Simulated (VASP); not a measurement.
# Al in VASP: a series of runs

Runs on Al. Level: r2SCAN. Tasks: single point.

All numbers are computed with VASP 6.6.1; they aren't measurements. Logs are shortened: lines on timing, memory, paths and dates and some standing lists are left out, and cuts for length are marked.

### Step 1. The cell of the first run

The structure is cubic, space group Im-3m (No. 229). The conventional cell has a = 3.182 Å, b = 3.182 Å, c = 3.182 Å, α = 90.00°, β = 90.00°, γ = 90.00°. Within 3.6 Å of Al (site symmetry m-3m) lie 14 Al at 2.76 to 3.18 Å.

### Step 2. Single point, r2SCAN

Contents of POSCAR:

```
Al
1.0
   -1.5912190000      1.5912190000      1.5912190000
    1.5912190000     -1.5912190000      1.5912190000
    1.5912190000      1.5912190000     -1.5912190000
Al
1
Direct
    0.0000000000      0.0000000000      0.0000000000
```

Contents of INCAR.step1:

```
PREC = Accurate
ENCUT = 520
ISMEAR = -1
SIGMA = 0.1
LREAL = F
LASPH = T
NELM = 100
NBANDS = 8
GGA = PE
ALGO = Normal
EDIFF = 1E-4
LWAVE = T
LCHARG = F
```

Contents of INCAR.step2:

```
PREC = Accurate
ENCUT = 520
EDIFF = 1E-6
ISMEAR = -1
SIGMA = 0.1
LREAL = F
LASPH = T
NELM = 100
ALGO = Normal
ISIF = 2
LWAVE = F
LCHARG = T
METAGGA = R2SCAN
LMIXTAU = T
LELF = T
LVHAR = T
NBANDS = 8
ISTART = 1
```

Contents of KPOINTS:

```
regular mesh
0
Gamma
  15 15 15
```

Potentials or basis: VASP PAW PBE potentials, release 64 (Al).

On the command line:

```console
$ cat potpaw_PBE.64/Al/POTCAR > POTCAR
$ cp INCAR.step1 INCAR
$ mpirun -np 1 vasp_std > vasp.out
$ cp INCAR.step2 INCAR
$ mpirun -np 1 vasp_std > vasp.out
```

OUTCAR:

```text
PREC = Accurate
   ENCUT = 520
   EDIFF = 1E-6
   ISMEAR = -1
   LREAL = F
   LASPH = T
   NELM = 100
   ISIF = 2
   METAGGA = R2SCAN
   ISTART = 1

 ion  position               nearest neighbor table
   1  0.000  0.000  0.000-

  LATTYP: Found a body centered cubic cell.
 ALAT       =     3.1824380000

  Lattice vectors:

 A1 = (  -1.5912190000,   1.5912190000,   1.5912190000)
 A2 = (   1.5912190000,  -1.5912190000,   1.5912190000)
 A3 = (   1.5912190000,   1.5912190000,  -1.5912190000)

Analysis of symmetry for initial positions (statically):
=====================================================================
 Subroutine PRICEL returns:
 Original cell was already a primitive cell.

 Routine SETGRP: Setting up the symmetry group for a
 body centered cubic supercell.

 Subroutine GETGRP returns: Found 48 space group operations
 (whereof 48 operations were pure point group operations)
 out of a pool of 48 trial point group operations.

The static configuration has the point symmetry O_h .

Analysis of symmetry for dynamics (positions and initial velocities):
=====================================================================
 Subroutine PRICEL returns:
 Original cell was already a primitive cell.

 Routine SETGRP: Setting up the symmetry group for a
 body centered cubic supercell.

 Subroutine GETGRP returns: Found 48 space group operations
 (whereof 48 operations were pure point group operations)
 out of a pool of 48 trial point group operations.

The dynamic configuration has the point symmetry O_h .

 Subroutine INISYM returns: Found 48 space group operations
 (whereof 48 operations are pure point group operations),
 and found     1 'primitive' translations

----------------------------------------------------------------------------------------

                                     Primitive cell

  volume of cell :      16.1157

  direct lattice vectors                    reciprocal lattice vectors
    -1.591219000  1.591219000  1.591219000     0.000000000  0.314224503  0.314224503
     1.591219000 -1.591219000  1.591219000     0.314224503  0.000000000  0.314224503
     1.591219000  1.591219000 -1.591219000     0.314224503  0.314224503  0.000000000

  length of vectors
     2.756072154  2.756072154  2.756072154     0.444380554  0.444380554  0.444380554

  position of ions in fractional coordinates (direct lattice)
[... 71 lines left out ...]
   ISPIN  =      1    spin polarized calculation?
   LNONCOLLINEAR =      F non collinear calculations
   LSORBIT =      F    spin-orbit coupling
   LASPH  =      T    aspherical Exc in radial PAW
   ENCUT  =  520.0 eV  38.22 Ry    6.18 a.u.   5.12  5.12  5.12*2*pi/ulx,y,z
   NELM   =    100;   NELMIN=  2; NELMDL=  0     # of ELM steps
   EDIFF  = 0.1E-05   stopping-criterion for ELM
   LREAL  =      F    real-space projection
   EDIFFG = 0.1E-04   stopping-criterion for IOM
   NSW    =      0    number of steps for IOM
   IBRION =     -1    ionic relax: 0-MD 1-quasi-New 2-CG
   NFREE  =      0    steps in history (QN), initial steepest desc. (CG)
   ISIF   =      2    stress and relaxation
   ISYM   =      2    0-nonsym 1-usesym 2-fastsym
   POTIM  = 0.5000    time-step for ionic-motion
   TEBEG  =    0.0;   TEEND  =   0.0 temperature during run
   PSTRESS=    0.0 pullay stress
   NELECT =       3.0000    total number of electrons
   NUPDOWN=      -1.0000    fix difference up-down
   EMIN   =  10.00;   EMAX   =-10.00  energy-range for DOS
   EFERMI =   0.00;   METHOD = LEGACY
   ISMEAR =    -1;   SIGMA  =   0.10  broadening in eV -4-tet -1-fermi 0-gaus
   EFERMI_NEDOS =   21; number of points for ismear=-14 and -15
   IALGO  =     38    algorithm
   IMIX   =      4    mixing-type and parameters
     AMIX     =   0.40;   BMIX     =  1.00
     AMIX_MAG =   1.60;   BMIX_MAG =  1.00
  volume/ion in A,a.u.               =      16.12       108.75
  Fermi-wavevector in a.u.,A,eV,Ry     =   0.934757  1.766434 11.888366  0.873770
  Thomas-Fermi vector in A             =   2.061594
   LORBIT       =      0    0 simple, 1 ext, 2 COOP (PROOUT), +10 PAW based schemes
   METAGGA = R2SCAN    functional components
   LHFCALC =     F    Hartree Fock is set to
   AEXX    =    0.0000 exact exchange contribution
   IVDW    =     0    specifies the selected vdW correction
   LEPSILON=     F    determine dielectric tensor
   LRPA    =     F    only Hartree local field effects (RPA)
 non-spin polarized calculation
  energy-cutoff  :      520.00
  volume of cell :       16.12
 maximum number of plane-waves:       444
   NGX = 11   NGY = 11   NGZ = 11

 number of electron       3.0000000 magnetization

 Free energy of the ion-electron system (eV)
  ---------------------------------------------------
  ext. energy  EPLUGINS =         0.00000000
  ---------------------------------------------------
  free energy    TOTEN  =        -6.63213736 eV

  energy without entropy =       -6.61963847  energy(sigma->0) =       -6.62588791

 E-fermi :   8.2853     XC(G=0): -11.0095

 val. band max:        8.2659834194   @ k =  -0.4000  -0.4000   0.1333
 cond. band min:       8.4079321932   @ k =   0.3333   0.0667   0.0000
 fundamental gap:      0.1419487737
 Fermi energy:         8.2852713689

 k-point     1 :       0.0000    0.0000    0.0000
  band No.  band energies     occupation
      1      -3.7480      2.00000
      2      22.4624      0.00000
      3      22.4624      0.00000
      4      22.4624      0.00000
      5      24.5662      0.00000
      6      24.5662      0.00000
      7      24.5662      0.00000
      8      25.7309      0.00000
[... 243 lines left out ...]
 k-point    24 :       0.4000    0.2000    0.0000
  band No.  band energies     occupation
      1       4.3414      2.00000
      2       5.1250      2.00000
      3      10.6640      0.00000
      4      16.3976      0.00000
      5      22.3173      0.00000
      6      26.3729      0.00000
      7      27.3862      0.00000
      8      29.9229      0.00000

 [... further k-points ...]
[... 5 lines left out ...]
  --------------------------------------------------------------------------------------
  -------------------------------------------------------------------------------------
  Total        0.0154227      0.0154227      0.0154227      0.0000000      0.0000000     -0.0000000
  in kB        1.5332783      1.5332783      1.5332783      0.0000000      0.0000000     -0.0000000
  external PRESSURE =       1.5332783 kB  Pullay stress =       0.0000000 kB

 VOLUME and BASIS-vectors are now :
 -----------------------------------------------------------------------------
  energy-cutoff  :      520.00
  volume of cell :       16.12
      direct lattice vectors                 reciprocal lattice vectors
    -1.591219000  1.591219000  1.591219000     0.000000000  0.314224503  0.314224503
     1.591219000 -1.591219000  1.591219000     0.314224503  0.000000000  0.314224503
     1.591219000  1.591219000 -1.591219000     0.314224503  0.314224503  0.000000000

 POSITION                                       TOTAL-FORCE (eV/Angst)
 -----------------------------------------------------------------------------------
      0.00000      0.00000      0.00000         0.000000     -0.000000     -0.000000
 -----------------------------------------------------------------------------------
    total drift:                                0.000000     -0.000000     -0.000000

  FREE ENERGIE OF THE ION-ELECTRON SYSTEM (eV)
  ---------------------------------------------------
  free  energy   TOTEN  =        -6.6321373585 eV

  energy  without entropy=       -6.6196384700  energy(sigma->0) =       -6.62588791
```

OUTCAR.step1:

```text
PREC = Accurate
   ENCUT = 520
   ISMEAR = -1
   LREAL = F
   LASPH = T
   NELM = 100
[... 477 lines left out ...]

 POSITION                                       TOTAL-FORCE (eV/Angst)
 -----------------------------------------------------------------------------------
      0.00000      0.00000      0.00000        -0.000000     -0.000000      0.000000
 -----------------------------------------------------------------------------------
    total drift:                                0.000000      0.000000     -0.000000

  FREE ENERGIE OF THE ION-ELECTRON SYSTEM (eV)
  ---------------------------------------------------
  free  energy   TOTEN  =        -3.6490816521 eV

  energy  without entropy=       -3.6353333009  energy(sigma->0) =       -3.64220748
```

OSZICAR.step1:

```text
N       E                     dE             d eps       ncg     rms          rms(c)
DAV:   1    -0.223349554831E+01   -0.22335E+01   -0.85722E+02  1920   0.205E+02
DAV:   2    -0.366701969814E+01   -0.14335E+01   -0.13939E+01  2672   0.193E+01
DAV:   3    -0.367417466294E+01   -0.71550E-02   -0.71443E-02  2328   0.152E+00
DAV:   4    -0.367419088839E+01   -0.16225E-04   -0.16225E-04  2840   0.659E-02
DAV:   5    -0.367419095407E+01   -0.65677E-07   -0.65624E-07  2416   0.290E-03    0.129E+00
DAV:   6    -0.365938731917E+01    0.14804E-01   -0.18886E-03  2120   0.197E-01    0.742E-01
DAV:   7    -0.364908774064E+01    0.10300E-01   -0.56416E-03  2144   0.318E-01    0.144E-01
DAV:   8    -0.364908165211E+01    0.60885E-05   -0.20342E-05  2376   0.311E-02
   1 F= -.36490817E+01 E0= -.36422075E+01  d E =-.137484E-01
```

Run time: 23 s. Hardware: 1 thread of Intel Xeon Platinum 8488C (Sapphire Rapids), shared host; peak memory 0.13 GiB.

What came out:

```yaml
Free_energy: -6.6321 eV
Pressure: 0.2 GPa
```

Caveat: the PAW data sets were made with another functional, which shifts forces and pressure a little.

[end of part 1 of 2]
